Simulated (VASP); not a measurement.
# Pt (Im-3m) in VASP: a series of runs, part 2 of 2

VASP 6.6.1. Earlier steps stand in the parts before.

### Step 4. Relaxation of cell and atoms, PBE, target pressure 260 GPa, at which the enthalpy is minimised

This run uses another cell than the first one, of 10.65 Å³/atom.

INCAR reads:

```
PREC     = Accurate       # precision mode
ENCUT    = 600            # plane-wave cutoff, eV
EDIFF    = 1E-6           # SCF threshold, eV
ISMEAR   = -1             # smearing method
SIGMA    = 0.05           # smearing width, eV
LREAL    = False          # projectors in reciprocal space
LASPH    = True           # aspherical terms in the spheres
NELM     = 60             # most SCF steps
ALGO     = Normal         # electronic algorithm
ISIF     = 3              # what is computed and relaxed
LWAVE    = False          # write WAVECAR
LCHARG   = False          # write CHGCAR
GGA      = PE             # functional
IBRION   = 2              # ionic algorithm
NSW      = 60             # ionic steps
EDIFFG   = -0.005         # ionic threshold
PSTRESS  = 2600.0
```

KPOINTS reads:

```
Automatic mesh
0
Gamma
  19 19 19
```

POSCAR reads:

```
Pt
1.0
   -1.3861944637      1.3861944637      1.3861944637
    1.3861944637     -1.3861944637      1.3861944637
    1.3861944637      1.3861944637     -1.3861944637
Pt
1
Direct
    0.0000000000      0.0000000000      0.0000000000
```

Potentials or basis: VASP PAW PBE potentials, release 64 (Pt).

On the command line:

```sh
$ cat potpaw_PBE.64/Pt/POTCAR > POTCAR
$ mpirun -np 1 vasp_std > vasp.out
```

OUTCAR:

```text
PREC = Accurate
   ENCUT = 600
   EDIFF = 1E-6
   ISMEAR = -1
   LREAL = False
   LASPH = True
   NELM = 60
   ISIF = 3
   GGA = PE
   IBRION = 2
   NSW = 60
   EDIFFG = -0.005
   PSTRESS = 2600.0

 ion  position               nearest neighbor table
   1  0.000  0.000  0.000-

  LATTYP: Found a body centered cubic cell.
 ALAT       =     2.7723889274

  Lattice vectors:

 A1 = (  -1.3861944637,   1.3861944637,   1.3861944637)
 A2 = (   1.3861944637,  -1.3861944637,   1.3861944637)
 A3 = (   1.3861944637,   1.3861944637,  -1.3861944637)

Analysis of symmetry for initial positions (statically):
=====================================================================
 Subroutine PRICEL returns:
 Original cell was already a primitive cell.

 Routine SETGRP: Setting up the symmetry group for a
 body centered cubic supercell.

 Subroutine GETGRP returns: Found 48 space group operations
 (whereof 48 operations were pure point group operations)
 out of a pool of 48 trial point group operations.

The static configuration has the point symmetry O_h .

Analysis of symmetry for dynamics (positions and initial velocities):
=====================================================================
 Subroutine PRICEL returns:
 Original cell was already a primitive cell.

 Routine SETGRP: Setting up the symmetry group for a
 body centered cubic supercell.

 Subroutine GETGRP returns: Found 48 space group operations
 (whereof 48 operations were pure point group operations)
 out of a pool of 48 trial point group operations.

The dynamic configuration has the point symmetry O_h .

 Subroutine INISYM returns: Found 48 space group operations
 (whereof 48 operations are pure point group operations),
 and found     1 'primitive' translations

----------------------------------------------------------------------------------------

                                     Primitive cell

  volume of cell :      10.6545

  direct lattice vectors                    reciprocal lattice vectors
    -1.386194464  1.386194464  1.386194464     0.000000000  0.360699753  0.360699753
     1.386194464 -1.386194464  1.386194464     0.360699753  0.000000000  0.360699753
     1.386194464  1.386194464 -1.386194464     0.360699753  0.360699753  0.000000000

  length of vectors
     2.400959240  2.400959240  2.400959240     0.510106482  0.510106482  0.510106482

  position of ions in fractional coordinates (direct lattice)
     0.000000000  0.000000000  0.000000000

  ion indices of the primitive-cell ions
   primitive index   ion index
                 1           1

----------------------------------------------------------------------------------------

 KPOINTS: Automatic mesh

Automatic generation of k-mesh.
 Grid dimensions read from file:
 generate k-points for:   19   19   19

 Generating k-lattice:

  Cartesian coordinates                     Fractional coordinates (reciprocal lattice)
     0.000000000  0.018984198  0.018984198     0.052631579  0.000000000  0.000000000
[... 43 lines left out ...]
   total plane-waves  NPLWV =   8000
   dimension x,y,z NGX =    20 NGY =   20 NGZ =   20
   dimension x,y,z NGXF=    40 NGYF=   40 NGZF=   40
   ions per type =               1
   NGX,Y,Z   is equivalent  to a cutoff of  13.85, 13.85, 13.85 a.u.
   NGXF,Y,Z  is equivalent  to a cutoff of  27.70, 27.70, 27.70 a.u.
 SYSTEM =  unknown system
   PREC   = accura    normal or accurate (medium, high low for compatibility)
   ISTART =      0    job   : 0-new  1-cont  2-samecut
   ICHARG =      2    charge: 1-file 2-atom 10-const
   ISPIN  =      1    spin polarized calculation?
   LNONCOLLINEAR =      F non collinear calculations
   LSORBIT =      F    spin-orbit coupling
   LASPH  =      T    aspherical Exc in radial PAW
   ENCUT  =  600.0 eV  44.10 Ry    6.64 a.u.   4.80  4.80  4.80*2*pi/ulx,y,z
   NELM   =     60;   NELMIN=  2; NELMDL= -5     # of ELM steps
   EDIFF  = 0.1E-05   stopping-criterion for ELM
   LREAL  =      F    real-space projection
   EDIFFG = -.5E-02   stopping-criterion for IOM
   NSW    =     60    number of steps for IOM
   IBRION =      2    ionic relax: 0-MD 1-quasi-New 2-CG
   NFREE  =      1    steps in history (QN), initial steepest desc. (CG)
   ISIF   =      3    stress and relaxation
   ISYM   =      2    0-nonsym 1-usesym 2-fastsym
   POTIM  = 0.5000    time-step for ionic-motion
   TEBEG  =    0.0;   TEEND  =   0.0 temperature during run
   PSTRESS= 2600.0 pullay stress
   NELECT =      10.0000    total number of electrons
   NUPDOWN=      -1.0000    fix difference up-down
   EMIN   =  10.00;   EMAX   =-10.00  energy-range for DOS
   EFERMI =   0.00;   METHOD = LEGACY
   ISMEAR =    -1;   SIGMA  =   0.05  broadening in eV -4-tet -1-fermi 0-gaus
   EFERMI_NEDOS =   21; number of points for ismear=-14 and -15
   IALGO  =     38    algorithm
   IMIX   =      4    mixing-type and parameters
     AMIX     =   0.40;   BMIX     =  1.00
     AMIX_MAG =   1.60;   BMIX_MAG =  1.00
  volume/ion in A,a.u.               =      10.65        71.90
  Fermi-wavevector in a.u.,A,eV,Ry     =   1.602866  3.028978 34.955828  2.569181
  Thomas-Fermi vector in A             =   2.699620
   LORBIT       =      0    0 simple, 1 ext, 2 COOP (PROOUT), +10 PAW based schemes
   GGA     = PE    functional components
   LHFCALC =     F    Hartree Fock is set to
   AEXX    =    0.0000 exact exchange contribution
   IVDW    =     0    specifies the selected vdW correction
   LEPSILON=     F    determine dielectric tensor
   LRPA    =     F    only Hartree local field effects (RPA)
 conjugate gradient relaxation of ions
 non-spin polarized calculation
  energy-cutoff  :      600.00
  volume of cell :       10.65
 maximum number of plane-waves:       370
   NGX =  9   NGY =  9   NGZ =  9

--------------------------------------- Ionic step        1  -------------------------------------------

 number of electron      10.0000000 magnetization

 number of electron       9.9999999 magnetization

 Free energy of the ion-electron system (eV)
  ---------------------------------------------------
  ext. energy  EPLUGINS =         0.00000000
  ---------------------------------------------------
  free energy    TOTEN  =        -3.12022094 eV

  energy without entropy =       -3.11304054  energy(sigma->0) =       -3.11663074

------------------------ aborting loop because EDIFF is reached ----------------------------------------

  FORCE on cell =-STRESS in cart. coord.  units (eV):
  Direction    XX          YY          ZZ          XY          YZ          ZX
  --------------------------------------------------------------------------------------
  -------------------------------------------------------------------------------------
  Total       17.7573264     17.7573264     17.7573264      0.0000000      0.0000000     -0.0000000
  in kB     2670.2731469   2670.2731469   2670.2731469      0.0000000      0.0000000     -0.0000000
  external PRESSURE =      70.2731469 kB  Pullay stress =    2600.0000000 kB
[... 98 lines left out ...]
--------------------------------------- Ionic step        4  -------------------------------------------

 number of electron       9.9999999 magnetization

 Free energy of the ion-electron system (eV)
  ---------------------------------------------------
  ext. energy  EPLUGINS =         0.00000000
  ---------------------------------------------------
  free energy    TOTEN  =        -3.21280020 eV

  energy without entropy =       -3.20555243  energy(sigma->0) =       -3.20917631

 E-fermi :  18.7366     XC(G=0): -15.6079

 val. band max:       18.7361310018   @ k =  -0.2632   0.2632   0.2105
 cond. band min:      18.7497208361   @ k =  -0.3684   0.4211   0.3158
 fundamental gap:      0.0135898342
 Fermi energy:        18.7366208034

 k-point     1 :       0.0000    0.0000    0.0000
  band No.  band energies     occupation
      1       4.5920      2.00000
      2      12.4803      2.00000
      3      12.4803      2.00000
      4      12.4803      2.00000
      5      16.7730      2.00000
      6      16.7730      2.00000
      7      34.8398      0.00000
      8      34.8398      0.00000
      9      34.8398      0.00000
[... 265 lines left out ...]
 k-point    24 :       0.3158    0.1053    0.0000
  band No.  band energies     occupation
      1       8.1483      2.00000
      2      10.3570      2.00000
      3      13.7889      2.00000
      4      16.3375      2.00000
      5      17.6582      2.00000
      6      20.1321      0.00000
      7      32.0612      0.00000
      8      33.6312      0.00000
      9      39.8123      0.00000

 [... further k-points ...]

------------------------ aborting loop because EDIFF is reached ----------------------------------------

  FORCE on cell =-STRESS in cart. coord.  units (eV):
  Direction    XX          YY          ZZ          XY          YZ          ZX
  --------------------------------------------------------------------------------------
  -------------------------------------------------------------------------------------
  Total       17.3811545     17.3811545     17.3811545      0.0000000     -0.0000000      0.0000000
  in kB     2599.9671797   2599.9671797   2599.9671797      0.0000000     -0.0000000      0.0000000
  external PRESSURE =      -0.0328203 kB  Pullay stress =    2600.0000000 kB
[... 20 lines left out ...]
  energy  without entropy=       -3.2055524259  energy(sigma->0) =       -3.20917631

  enthalpy is  TOTEN    =        14.1685736804 eV   P V=       17.3813738760

 reached required accuracy - stopping structural energy minimisation
```

Wall time 20 s (1 thread of Intel Xeon 6975P-C (Granite Rapids), shared host); peak memory 0.15 GiB.

What came out:

```yaml
Free_energy: -3.2128 eV
Relaxed_volume: 10.71 Å³/atom
Relaxed_cell: a = 2.405 Å, b = 2.405 Å, c = 2.405 Å, α = 109.47°, β = 109.47°, γ = 109.47°
Space_group_after_relaxing_to_0.1_Å: Im-3m (No. 229)
Energy_change_on_relaxing_the_run_minimises_the_enthalpy: -92.6 meV/atom
Ionic_steps: 4
Pressure_after_relaxing: 260.0 GPa
Band_gap_on_the_k_mesh: zero (bands 5 and 6 overlap by 4.26 eV)
```

The path:
| step | energy change (eV) | largest force (eV/Å) | pressure (GPa) | volume (Å³) |
| --- | --- | --- | --- | --- |
| 1 | 0.0000 | 0.0000 | 267.03 | 10.65 |
| 2 | -1.0346 | 0.0000 | 187.10 | 11.39 |
| 3 | -0.0955 | 0.0000 | 259.77 | 10.71 |
| 4 | -0.0926 | 0.0000 | 260.00 | 10.71 |

Final structure:
```
CELL_PARAMETERS angstrom
-1.38863 1.38863 1.38863
1.38863 -1.38863 1.38863
1.38863 1.38863 -1.38863
ATOMIC_POSITIONS crystal
Pt 0.00000 0.00000 0.00000
```

Levels at points of the mesh, in eV from the Fermi level:
```tsv
k point	band 1	band 2	band 3	band 4	band 5	band 6	band 7	band 8	band 9
(0.00, 0.00, 0.00)	-14.14	-6.26	-6.26	-6.26	-1.96	-1.96	16.10	16.10	16.10
```

Caveat: the cell is relaxed towards a set pressure, so the run minimises the enthalpy, not the energy; spin-orbit coupling is left out, which moves the levels of the heavy elements.

### Step 5. Relaxation of cell and atoms, PBE, target pressure 260 GPa, at which the enthalpy is minimised

INCAR reads:

```
PREC = Accurate
ENCUT = 600
EDIFF = 1E-7
ISMEAR = -1
SIGMA = 0.05
LREAL = F
LASPH = T
NELM = 80
ALGO = Normal
ISIF = 3
LWAVE = F
LCHARG = F
GGA = PE
IBRION = 2
NSW = 32
EDIFFG = -0.005
PSTRESS = 2600.0
```

KPOINTS reads:

```
regular mesh
0
Gamma
  19 19 19
```

POSCAR reads:

```
Pt
1.0
   -1.3881139027      1.3881139027      1.3881139027
    1.3881139027     -1.3881139027      1.3881139027
    1.3881139027      1.3881139027     -1.3881139027
Pt
1
Direct
    0.0000000000      0.0000000000      0.0000000000
```

On the command line:

```sh
$ cat potpaw_PBE.64/Pt/POTCAR > POTCAR
$ mpirun -np 1 vasp_std > vasp.out
```

It took 18 s on 1 thread of Intel Xeon 6975P-C (Granite Rapids), shared host; peak memory 0.16 GiB.

The run converged. Its results:

```yaml
Free_energy: -3.2126 eV
Relaxed_volume: 10.71 Å³/atom
Relaxed_cell: a = 2.405 Å, b = 2.405 Å, c = 2.405 Å, α = 109.47°, β = 109.47°, γ = 109.47°
Space_group_after_relaxing_to_0.1_Å: Im-3m (No. 229)
Energy_change_on_relaxing_the_run_minimises_the_enthalpy: -19.3 meV/atom
Ionic_steps: 3
Pressure_after_relaxing: 260.0 GPa
Band_gap_on_the_k_mesh: zero (bands 5 and 6 overlap by 4.26 eV)
```

The path:
| step | energy change (eV) | largest force (eV/Å) | pressure (GPa) | volume (Å³) |
| --- | --- | --- | --- | --- |
| 1 | 0.0000 | 0.0000 | 261.47 | 10.70 |
| 2 | -0.2405 | 0.0000 | 243.11 | 10.85 |
| 3 | -0.0193 | 0.0000 | 260.02 | 10.71 |

Final structure:
```
Pt
1.0
    -1.38863    1.38863    1.38863
     1.38863   -1.38863    1.38863
     1.38863    1.38863   -1.38863
Pt
1
Direct
  0.00000 0.00000 0.00000
```

Levels at points of the mesh, in eV from the Fermi level:
```csv
k point,band 3,band 4,band 5,band 6,band 7,band 8
"(0.00, 0.00, 0.00)",-6.26,-6.26,-1.96,-1.96,16.10,16.10
```

Caveat: the cell is relaxed towards a set pressure, so the run minimises the enthalpy, not the energy; spin-orbit coupling is left out, which moves the levels of the heavy elements.

### Step 6. Summary

| task | cell | cutoff (eV) | gap on the mesh (eV) | pressure (GPa) |
| --- | --- | --- | --- | --- |
| single point | a = 2.404 Å, angles 109.5°, 1 atom | 520 | none | 261.7 |
| relaxation of cell and atoms | relaxed to 260 GPa from a = 2.401 Å, angles 109.5°, 1 atom | 600 | none | 260.0 |
| relaxation of cell and atoms | relaxed to 260 GPa from a = 2.404 Å, angles 109.5°, 1 atom | 600 | none | 260.0 |

Alike in all rows: level PBE; potentials or basis VASP PAW PBE potentials, release 64 (Pt); no spin polarisation; k mesh 19 × 19 × 19; smearing fermi-dirac 0.05 eV.

Caveats: spin-orbit coupling is left out, which moves the levels of the heavy elements; the cell is relaxed towards a set pressure, so the run minimises the enthalpy, not the energy (at least some runs); the cell stands under pressure (at least some runs).

Absolute energies hang on the potentials; compare differences alone.
